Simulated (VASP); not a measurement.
# LaGa2 (P6/mmm) in VASP: notebook, part 2 of 2

VASP 6.6.1. Earlier steps stand in the parts before.

### 3 Single point, LDA

This run uses another cell than the first one: it holds 12 atoms, not 6.

INCAR

```
PREC = Accurate
ENCUT = 500
EDIFF = 1E-6
ISMEAR = 1
SIGMA = 0.1
LREAL = F
LASPH = T
NELM = 200
ALGO = Normal
ISIF = 2
LWAVE = F
LCHARG = F
NBANDS = 86
GGA_COMPAT = F
LMAXMIX = 6
```

KPOINTS

```
Automatic mesh
0
Gamma
  2 2 4
```

POSCAR

```
LaGa2
1.0
    8.6400002952      0.0000000000      0.0000000000
   -4.3200001476      7.4824597443      0.0000000000
    0.0000000000      0.0000000000      4.4160000000
La Ga
4 8
Direct
    0.0000000000      0.0000000000      0.0000000000
    0.0000000000      0.5000000000      0.0000000000
    0.5000000000      0.0000000000      0.0000000000
    0.5000000000      0.5000000000      0.0000000000
    0.1666666667      0.3333333333      0.5000000000
    0.3333333333      0.1666666667      0.5000000000
    0.1666666667      0.8333333333      0.5000000000
    0.3333333333      0.6666666667      0.5000000000
    0.6666666667      0.3333333333      0.5000000000
    0.8333333333      0.1666666667      0.5000000000
    0.6666666667      0.8333333333      0.5000000000
    0.8333333333      0.6666666667      0.5000000000
```

Potentials or basis: VASP PAW LDA potentials, release 64 (La, Ga_d).

Command:

```console
cat potpaw_LDA.64/La/POTCAR potpaw_LDA.64/Ga_d/POTCAR > POTCAR
mpirun -np 1 vasp_std > vasp.out
```

OUTCAR:

```text
PREC = Accurate
   ENCUT = 500
   EDIFF = 1E-6
   ISMEAR = 1
   LREAL = F
   LASPH = T
   NELM = 200
   ISIF = 2

 ion  position               nearest neighbor table
   1  0.000  0.000  0.000-
   2  0.000  0.500  0.000-
   3  0.500  0.000  0.000-
   4  0.500  0.500  0.000-
   5  0.167  0.333  0.500-   6 2.49   8 2.49  10 2.49
   6  0.333  0.167  0.500-   5 2.49   7 2.49   9 2.49
   7  0.167  0.833  0.500-   8 2.49   6 2.49  12 2.49
   8  0.333  0.667  0.500-   7 2.49   5 2.49  11 2.49
   9  0.667  0.333  0.500-  10 2.49  12 2.49   6 2.49
  10  0.833  0.167  0.500-   9 2.49  11 2.49   5 2.49
  11  0.667  0.833  0.500-  12 2.49  10 2.49   8 2.49
  12  0.833  0.667  0.500-  11 2.49   9 2.49   7 2.49
[... 7 lines left out ...]
 A1 = (   8.6400002952,   0.0000000000,   0.0000000000)
 A2 = (  -4.3200001476,   7.4824597443,   0.0000000000)
 A3 = (   0.0000000000,   0.0000000000,   4.4160000000)

Analysis of symmetry for initial positions (statically):
=====================================================================
 Subroutine PRICEL returns following result:

  LATTYP: Found a hexagonal cell.
 ALAT       =     4.3200001476
 C/A-ratio  =     1.0222221873

  Lattice vectors:

 A1 = (   4.3200001476,   0.0000000000,   0.0000000000)
 A2 = (  -2.1600000738,   3.7412298721,   0.0000000000)
 A3 = (   0.0000000000,   0.0000000000,   4.4160000000)

   4 primitive cells build up your supercell.

 Routine SETGRP: Setting up the symmetry group for a
 hexagonal supercell.

 Subroutine GETGRP returns: Found 24 space group operations
 (whereof 24 operations were pure point group operations)
 out of a pool of 24 trial point group operations.

The static configuration has the point symmetry D_6h.
[... 131 lines left out ...]
   LORBIT       =      0    0 simple, 1 ext, 2 COOP (PROOUT), +10 PAW based schemes
   GGA     = CA    functional components
   LHFCALC =     F    Hartree Fock is set to
   AEXX    =    0.0000 exact exchange contribution
   IVDW    =     0    specifies the selected vdW correction
   LEPSILON=     F    determine dielectric tensor
   LRPA    =     F    only Hartree local field effects (RPA)
 non-spin polarized calculation
 Methfessel and Paxton  Order N= 1 SIGMA  =   0.10
  energy-cutoff  :      500.00
  volume of cell :      285.49
 maximum number of plane-waves:      7276
 NGX is ok and might be reduce to    64

 number of electron     148.0000004 magnetization

 Free energy of the ion-electron system (eV)
  ---------------------------------------------------
  ext. energy  EPLUGINS =         0.00000000
  ---------------------------------------------------
  free energy    TOTEN  =       -59.26269732 eV

  energy without entropy =      -59.25884036  energy(sigma->0) =      -59.26141167

 E-fermi :   6.3226     XC(G=0): -10.7156

 val. band max:        6.2972408226   @ k =   0.5000   0.0000   0.0000
 cond. band min:       6.3843449947   @ k =   0.0000   0.0000   0.0000
 fundamental gap:      0.0871041720
 Fermi energy:         6.3225880600

 k-point     1 :       0.0000    0.0000    0.0000
  band No.  band energies     occupation
      1     -25.9627      2.00000
      2     -25.9376      2.00000
      3     -25.9376      2.00000
      4     -25.9376      2.00000
      5      -9.9248      2.00000
      6      -9.9248      2.00000
[... 523 lines left out ...]
     85       8.3178     -0.00000
     86       8.3336      0.00000

------------------------ aborting loop because EDIFF is reached ----------------------------------------

  FORCE on cell =-STRESS in cart. coord.  units (eV):
  Direction    XX          YY          ZZ          XY          YZ          ZX
  --------------------------------------------------------------------------------------
  -------------------------------------------------------------------------------------
  Total       -9.0186233     -9.0186233     -6.7855988      0.0000000      0.0000000      0.0000000
  in kB      -50.6131794    -50.6131794    -38.0812813      0.0000000      0.0000000      0.0000000
  external PRESSURE =     -46.4358800 kB  Pullay stress =       0.0000000 kB

 VOLUME and BASIS-vectors are now :
 -----------------------------------------------------------------------------
  energy-cutoff  :      500.00
  volume of cell :      285.49
      direct lattice vectors                 reciprocal lattice vectors
     8.640000295  0.000000000  0.000000000     0.115740737  0.066822946  0.000000000
    -4.320000148  7.482459744  0.000000000     0.000000000  0.133645891  0.000000000
     0.000000000  0.000000000  4.416000000     0.000000000  0.000000000  0.226449275

 POSITION                                       TOTAL-FORCE (eV/Angst)
 -----------------------------------------------------------------------------------
      0.00000      0.00000      0.00000        -0.000000     -0.000000      0.000000
     -2.16000      3.74123      0.00000        -0.000000     -0.000000      0.000000
      4.32000      0.00000      0.00000        -0.000000     -0.000000      0.000000
      2.16000      3.74123      0.00000        -0.000000     -0.000000      0.000000
      0.00000      2.49415      2.20800         0.000000      0.000000     -0.000000
      2.16000      1.24708      2.20800        -0.000000      0.000000     -0.000000
     -2.16000      6.23538      2.20800         0.000000     -0.000000      0.000000
     -0.00000      4.98831      2.20800         0.000000     -0.000000      0.000000
      4.32000      2.49415      2.20800         0.000000      0.000000      0.000000
      6.48000      1.24708      2.20800        -0.000000      0.000000     -0.000000
      2.16000      6.23538      2.20800         0.000000     -0.000000      0.000000
      4.32000      4.98831      2.20800        -0.000000      0.000000     -0.000000
 -----------------------------------------------------------------------------------
    total drift:                               -0.000000      0.000000     -0.000000

  FREE ENERGIE OF THE ION-ELECTRON SYSTEM (eV)
  ---------------------------------------------------
  free  energy   TOTEN  =       -59.2626973232 eV

  energy  without entropy=      -59.2588403645  energy(sigma->0) =      -59.26141167
```

OSZICAR:

```text
N       E                     dE             d eps       ncg     rms          rms(c)
DAV:   1     0.155556920937E+04    0.15556E+04   -0.58807E+04  1032   0.290E+03
DAV:   2     0.488291676321E+03   -0.10673E+04   -0.10041E+04  1128   0.648E+02
DAV:   3     0.235850378759E+02   -0.46471E+03   -0.45707E+03  1518   0.299E+02
DAV:   4    -0.514452226278E+02   -0.75030E+02   -0.73341E+02  1686   0.127E+02
[... 10 lines left out ...]
DAV:  15    -0.592626855903E+02   -0.20550E-04   -0.21505E-04  1176   0.423E-02    0.475E-03
DAV:  16    -0.592626933713E+02   -0.77810E-05   -0.78458E-05   976   0.240E-02    0.555E-03
DAV:  17    -0.592626960642E+02   -0.26929E-05   -0.28374E-05   912   0.157E-02    0.269E-03
DAV:  18    -0.592626969438E+02   -0.87951E-06   -0.10037E-05   944   0.124E-02    0.409E-04
DAV:  19    -0.592626973232E+02   -0.37943E-06   -0.38177E-06   928   0.812E-03
   1 F= -.59262697E+02 E0= -.59261412E+02  d E =-.385696E-02
```

Run time: 2.5 min. Hardware: 1 thread of AMD EPYC 9R45 (Zen 5), shared host; peak memory 0.31 GiB.

What came out:

```yaml
Free_energy: -59.2627 eV
Pressure: -4.6 GPa
Band_gap_on_the_k_mesh: zero (bands 74 and 75 overlap by 0.58 eV)
```

Stress tensor (GPa, compression positive):
```
-5.06  0.00  0.00
 0.00 -5.06  0.00
 0.00  0.00 -3.81
```

Levels at points of the mesh, in eV from the Fermi level:
| k point | band 71 | band 72 | band 73 | band 74 | band 75 | band 76 | band 77 | band 78 |
| --- | --- | --- | --- | --- | --- | --- | --- | --- |
| (0.00, 0.00, 0.00) | -0.61 | -0.61 | -0.58 | -0.58 | -0.15 | 0.06 | 0.37 | 1.51 |
| (0.50, 0.00, 0.00) | -0.42 | -0.42 | -0.03 | -0.03 | 0.93 | 0.93 | 1.16 | 1.16 |
| (0.00, 0.00, 0.50) | -0.10 | -0.10 | -0.10 | 0.37 | 0.37 | 1.05 | 1.05 | 1.56 |
| (0.50, 0.00, 0.50) | -0.93 | -0.93 | -0.45 | -0.45 | 0.21 | 0.21 | 1.39 | 1.39 |

Caveat: the k points lie up to 0.42 Å⁻¹ apart, too coarse for converged energies and pressures of a metal; spin-orbit coupling is left out, which moves the levels of the heavy elements.

The gap in the log of VASP goes by the Fermi energy; the results here count the filled bands.